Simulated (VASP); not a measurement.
# CaO (Fm-3m) in VASP: further runs, part 2 of 2

VASP 6.6.1. The steps go on from the part before.

### 3 Single point, r2SCAN

This run uses another cell than the first one, of 13.78 Å³/atom.

Input file POSCAR:

```
CaO
1.0
    0.0000000000      2.3975501265      2.3975501265
    2.3975501265      0.0000000000      2.3975501265
    2.3975501265      2.3975501265      0.0000000000
Ca O
1 1
Direct
    0.0000000000      0.0000000000      0.0000000000
    0.5000000000      0.5000000000      0.5000000000
```

Input file INCAR.step1:

```
SYSTEM = CaO
ALGO = Normal ; EDIFF = 1E-5
ENCUT = 910 ; GGA = PE
GGA_COMPAT = .FALSE. ; ISMEAR = 0
LASPH = .TRUE. ; LCHARG = .FALSE.
LREAL = .FALSE. ; LWAVE = .TRUE.
NBANDS = 15 ; NELM = 120
PREC = Accurate ; SIGMA = 0.01
```

Input file INCAR.step2:

```
SYSTEM = CaO
ALGO = Normal ; EDIFF = 1E-6
ENCUT = 910 ; GGA_COMPAT = .FALSE.
ISIF = 2 ; ISMEAR = 0
ISTART = 1 ; LASPH = .TRUE.
LCHARG = .TRUE. ; LELF = .TRUE.
LMIXTAU = .TRUE. ; LREAL = .FALSE.
LVHAR = .TRUE. ; LWAVE = .FALSE.
METAGGA = R2SCAN ; NBANDS = 15
NELM = 120 ; PREC = Accurate
SIGMA = 0.01
```

Input file KPOINTS:

```
k-points
0
G
  10 10 10
  0 0 0
```

Potentials or basis: VASP PAW PBE potentials, release 64 (Ca_sv, O_h).

Launch:

```console
cat potpaw_PBE.64/Ca_sv/POTCAR potpaw_PBE.64/O_h/POTCAR > POTCAR
cp INCAR.step1 INCAR
mpirun -np 1 vasp_std > vasp.out
cp INCAR.step2 INCAR
mpirun -np 1 vasp_std > vasp.out
```

OUTCAR:

```text
SYSTEM = CaO
   EDIFF = 1E-6
   ENCUT = 910
   ISIF = 2
   ISMEAR = 0
   ISTART = 1
   LASPH = .TRUE.
   LREAL = .FALSE.
   METAGGA = R2SCAN
   NELM = 120
   PREC = Accurate

 ion  position               nearest neighbor table
   1  0.000  0.000  0.000-
   2  0.500  0.500  0.500-

  LATTYP: Found a face centered cubic cell.
 ALAT       =     4.7951002530

  Lattice vectors:

 A1 = (   0.0000000000,   2.3975501265,   2.3975501265)
 A2 = (   2.3975501265,   0.0000000000,   2.3975501265)
 A3 = (   2.3975501265,   2.3975501265,   0.0000000000)

Analysis of symmetry for initial positions (statically):
=====================================================================
 Subroutine PRICEL returns:
 Original cell was already a primitive cell.

 Routine SETGRP: Setting up the symmetry group for a
 face centered cubic supercell.

 Subroutine GETGRP returns: Found 48 space group operations
 (whereof 48 operations were pure point group operations)
 out of a pool of 48 trial point group operations.

The static configuration has the point symmetry O_h .

Analysis of symmetry for dynamics (positions and initial velocities):
=====================================================================
 Subroutine PRICEL returns:
 Original cell was already a primitive cell.

 Routine SETGRP: Setting up the symmetry group for a
 face centered cubic supercell.

 Subroutine GETGRP returns: Found 48 space group operations
 (whereof 48 operations were pure point group operations)
 out of a pool of 48 trial point group operations.

The dynamic configuration has the point symmetry O_h .

 Subroutine INISYM returns: Found 48 space group operations
 (whereof 48 operations are pure point group operations),
 and found     1 'primitive' translations

----------------------------------------------------------------------------------------

                                     Primitive cell

  volume of cell :      27.5634

[... 117 lines left out ...]
   LEPSILON=     F    determine dielectric tensor
   LRPA    =     F    only Hartree local field effects (RPA)
 non-spin polarized calculation
 Gauss-broadening in eV      SIGMA  =   0.01
  energy-cutoff  :      910.00
  volume of cell :       27.56
 maximum number of plane-waves:      1759
 NGX is ok and might be reduce to    36
   NGX = 17   NGY = 17   NGZ = 17

 number of electron      16.0000000 magnetization

 Free energy of the ion-electron system (eV)
  ---------------------------------------------------
  ext. energy  EPLUGINS =         0.00000000
  ---------------------------------------------------
  free energy    TOTEN  =       -19.46350283 eV

  energy without entropy =      -19.46350283  energy(sigma->0) =      -19.46350283

 E-fermi :   2.4462     XC(G=0): -11.1145

 val. band max:        2.3312521529   @ k =   0.0000   0.0000   0.0000
 cond. band min:       6.5225809560   @ k =   0.5000   0.5000   0.0000
 fundamental gap:      4.1913288030
 Fermi energy:         2.4462341425

 k-point     1 :       0.0000    0.0000    0.0000
  band No.  band energies     occupation
      1     -36.6936      2.00000
      2     -16.5804      2.00000
      3     -16.5804      2.00000
      4     -16.5804      2.00000
      5     -14.1578      2.00000
      6       2.3312      2.00000
      7       2.3313      2.00000
      8       2.3313      2.00000
      9       7.8187      0.00000
     10       9.2059      0.00000
     11       9.2059      0.00000
     12       9.2059      0.00000
     13      10.8149      0.00000
     14      10.8149      0.00000
[... 401 lines left out ...]
      2     -17.2788      2.00000
      3     -16.7835      2.00000
      4     -16.7552      2.00000
      5     -13.6011      2.00000
      6       0.6622      2.00000
      7       1.7840      2.00000
      8       1.8797      2.00000
      9       7.2096      0.00000
     10      10.7686      0.00000
     11      11.8827      0.00000
     12      11.9396      0.00000
     13      12.0809      0.00000
     14      14.0410      0.00000
     15      19.1088      0.00000

 [... further k-points ...]

------------------------ aborting loop because EDIFF is reached ----------------------------------------

  FORCE on cell =-STRESS in cart. coord.  units (eV):
  Direction    XX          YY          ZZ          XY          YZ          ZX
  --------------------------------------------------------------------------------------
  -------------------------------------------------------------------------------------
  Total        0.1540234      0.1540234      0.1540234      0.0000000     -0.0000000      0.0000000
  in kB        8.9529112      8.9529112      8.9529112      0.0000000     -0.0000000      0.0000000
  external PRESSURE =       8.9529112 kB  Pullay stress =       0.0000000 kB

 VOLUME and BASIS-vectors are now :
 -----------------------------------------------------------------------------
  energy-cutoff  :      910.00
  volume of cell :       27.56
      direct lattice vectors                 reciprocal lattice vectors
     0.000000000  2.397550127  2.397550127    -0.208546213  0.208546213  0.208546213
     2.397550127  0.000000000  2.397550127     0.208546213 -0.208546213  0.208546213
     2.397550127  2.397550127  0.000000000     0.208546213  0.208546213 -0.208546213

 POSITION                                       TOTAL-FORCE (eV/Angst)
 -----------------------------------------------------------------------------------
      0.00000      0.00000      0.00000         0.000000      0.000000     -0.000000
      2.39755      2.39755      2.39755        -0.000000     -0.000000      0.000000
 -----------------------------------------------------------------------------------
    total drift:                                0.000000      0.000000      0.000000

  FREE ENERGIE OF THE ION-ELECTRON SYSTEM (eV)
  ---------------------------------------------------
  free  energy   TOTEN  =       -19.4635028256 eV

  energy  without entropy=      -19.4635028256  energy(sigma->0) =      -19.46350283
```

OUTCAR.step1:

```text
SYSTEM = CaO
   EDIFF = 1E-5
   ENCUT = 910
   GGA = PE
   ISMEAR = 0
   LASPH = .TRUE.
   LREAL = .FALSE.
[... 653 lines left out ...]
      0.00000      0.00000      0.00000         0.000000      0.000000      0.000000
      2.39755      2.39755      2.39755        -0.000000     -0.000000     -0.000000
 -----------------------------------------------------------------------------------
    total drift:                                0.000000      0.000000      0.000000

  FREE ENERGIE OF THE ION-ELECTRON SYSTEM (eV)
  ---------------------------------------------------
  free  energy   TOTEN  =       -12.8042386448 eV

  energy  without entropy=      -12.8042386448  energy(sigma->0) =      -12.80423864
```

Wall time 3.7 min (1 thread of AMD EPYC 7R43 (Zen 3), shared host); peak memory 0.21 GiB.

What came out:

| Quantity | Value |
| --- | --- |
| Free energy | -19.4635 eV |
| Pressure | 0.9 GPa |
| Band gap on the k mesh | 4.19 eV (least direct gap 4.56 eV) |

Levels at points of the mesh, in eV from the valence-band top:
```tsv
k point	band 4	band 5	band 6	band 7	band 8	band 9	band 10	band 11	band 12	band 13
(0.00, 0.00, 0.00)	-18.91	-16.49	0.00	0.00	0.00	5.49	6.87	6.87	6.87	8.48
(0.50, 0.00, 0.00)	-18.96	-15.18	-2.62	-1.21	-1.21	7.73	9.09	9.09	9.27	11.26
(0.50, 0.50, 0.00)	-19.14	-16.27	-1.29	-0.37	-0.37	4.19	8.82	9.68	10.29	10.29
```

Caveat: the cutoff is under 1.25 times the usual one of these potentials, so pressure, stress and relaxed cells hold a basis-set (Pulay) error; the PAW data sets were made with another functional, which shifts forces and pressure a little. A k mesh can miss the band edges.
